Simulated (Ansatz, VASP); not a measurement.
# PbSe: VASP beside Ansatz

File INCAR:

```
PREC = Accurate
ENCUT = 520
EDIFF = 1E-6
ISMEAR = -1
SIGMA = 0.02
LREAL = False
LASPH = True
NELM = 80
ALGO = Normal
ISIF = 2
LWAVE = False
LCHARG = True
GGA = PS
LELF = True
LVHAR = True
NBANDS = 17
```

Contents of KPOINTS:

```
regular mesh
0
Gamma
  7 7 7
```

Contents of POSCAR:

```
PbSe
1.0
    0.0000000000      3.1024460684      3.1024460684
    3.1024460684      0.0000000000      3.1024460684
    3.1024460684      3.1024460684      0.0000000000
Pb Se
1 1
Direct
    0.0000000000      0.0000000000      0.0000000000
    0.5000000000      0.5000000000      0.5000000000
```

Input for Ansatz:

```yaml
crystal:
  lattice:
    - [0.0, 3.1024460684, 3.1024460684]
    - [3.1024460684, 0.0, 3.1024460684]
    - [3.1024460684, 3.1024460684, 0.0]
  atoms:
    - { symbol: Pb, position: [0.0, 0.0, 0.0] }
    - { symbol: Se, position: [0.5, 0.5, 0.5] }
kpoints:
  mp_grid: { grid: [7, 7, 7] }
  band_path:
    path:
      - [0.0, 0.0, 0.0]
      - [0.5, 0.0, 0.5]
      - [0.625, 0.25, 0.625]
      - [0.375, 0.375, 0.75]
      - [0.0, 0.0, 0.0]
      - [0.5, 0.5, 0.5]
      - [0.5, 0.25, 0.75]
      - [0.5, 0.0, 0.5]
    npoints: 5
scf:
  occupations: { method: fermi_dirac, width: 0.02 }
hamiltonian:
  xc: pbesol
  pseudopotentials: { kind: all_electron, lapw: { basis_error: 0.0005 } }
output:
  forces: true
  stress: true
  eigenvalues: true
```

Change from the starting cell: volume scaled by 1.04.

Alike in both runs: task single point; functional PBEsol; k mesh 7 × 7 × 7; occupations fermi-dirac, width 0.02 eV; no spin polarisation.

|  | VASP | Ansatz |
| --- | --- | --- |
| version | VASP 6.6.1 | Ansatz 0.2.0 |
| potentials or method | VASP PAW PBE potentials, release 64 (Pb_d, Se), cutoff 520 eV | all-electron LAPW, scalar-relativistic |

Ansatz gave:

```
pressure (GPa) : -2.4
```

Which values does VASP return?

Pressure (GPa): -2.5.

VASP's potentials were made for PBE, not for PBEsol. Ansatz ran all-electron here, and VASP with PAW potentials.

Spin-orbit coupling is off throughout.
